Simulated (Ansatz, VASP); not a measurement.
## Two plane-wave programs on TeRu

The input INCAR:

```
PREC = Accurate ; ENCUT = 520
EDIFF = 1E-6 ; ISMEAR = 0
SIGMA = 0.05 ; LREAL = F
LASPH = T ; NELM = 150
ALGO = Normal ; ISIF = 2
LWAVE = F ; LCHARG = F
ISPIN = 2 ; MAGMOM = 0.52 -0.23 0 0
LORBIT = 11 ; LMAXMIX = 4
GGA = CA ; NBANDS = 32
```

Contents of KPOINTS:

```
Automatic mesh
0
Gamma
  6 6 3
```

The input POSCAR:

```
TeRu
1.0
    3.4153846100      0.0000000000      0.0000000000
    0.0000000000      3.4153846100      0.0000000000
    0.0000000000      0.0000000000      6.8307692200
Ru Te
2 2
Direct
    0.0000000000      0.0000000000      0.0000000000
    0.0000000000      0.0000000000      0.5000000000
    0.5000000000      0.5000000000      0.2500000000
    0.5000000000      0.5000000000      0.7500000000
```

Input for Ansatz:

```yaml
crystal:
  lattice:
    - [3.41538461, 0.0, 0.0]
    - [0.0, 3.41538461, 0.0]
    - [0.0, 0.0, 6.83076922]
  atoms:
    - { symbol: Ru, position: [0.0, 0.0, 0.0], spin: 0.63 }
    - { symbol: Te, position: [0.5, 0.5, 0.25] }
    - { symbol: Ru, position: [0.0, 0.0, 0.5], spin: -0.25 }
    - { symbol: Te, position: [0.5, 0.5, 0.75] }
basis:
  ecutwfc: 420
  ecutrho_ratio: 4
kpoints:
  mp_grid: { grid: [6, 6, 3] }
hamiltonian:
  xc: lda
scf:
  occupations: { method: gaussian, width: 0.05 }
  lower_state_search: "off"
  max_iter: 150
output:
  forces: true
  stress: true
  eigenvalues: true
  populations: true
  hubbard: { sites: [{ site: 0, l: d }, { site: 2, l: d }] }
magnetization:
  spin_polarized: true
  spin_locking: { lock_spins: true, n_iters: 12 }
```

Alike in both runs: task single point; functional LDA; k mesh 6 × 6 × 3; occupations gaussian, width 0.05 eV; collinear spin.

|  | VASP | Ansatz |
| --- | --- | --- |
| version | VASP 6.6.1 | Ansatz 0.2.0 |
| potentials or method | VASP PAW LDA potentials, release 64 (Ru_pv, Te), cutoff 520 eV | scalar-relativistic, plane waves, PAW |
| valence electrons in the cell | 40 | 64 |

|  | VASP | Ansatz | Ansatz less VASP |
| --- | --- | --- | --- |
| gap on the k mesh at the Fermi level (eV) | none | none | - |
| pressure (GPa) | -17.6 | -17.4 | +0.13 |
| net moment per atom (μB) | 0.31 | 0.08 | -0.237 |
| size of the moment on the site where the two differ most (μB) | 0.60 | 0.23 | -0.376 |

The net moments are unlike, so the other rows may belong to different states. LDA's correlation is that of Perdew and Zunger in VASP and of Perdew and Wang (1992) in Ansatz. Site moments also hang on the region over which each program counts them. A gap of «none» marks a metal or a gap that the smearing closes. VASP's potentials hold 40 valence electrons a cell and Ansatz's 64, so a difference there can come from the potentials and not from the codes. Ansatz's warnings: stress scf threshold loose.

Neither program's run includes spin-orbit coupling.
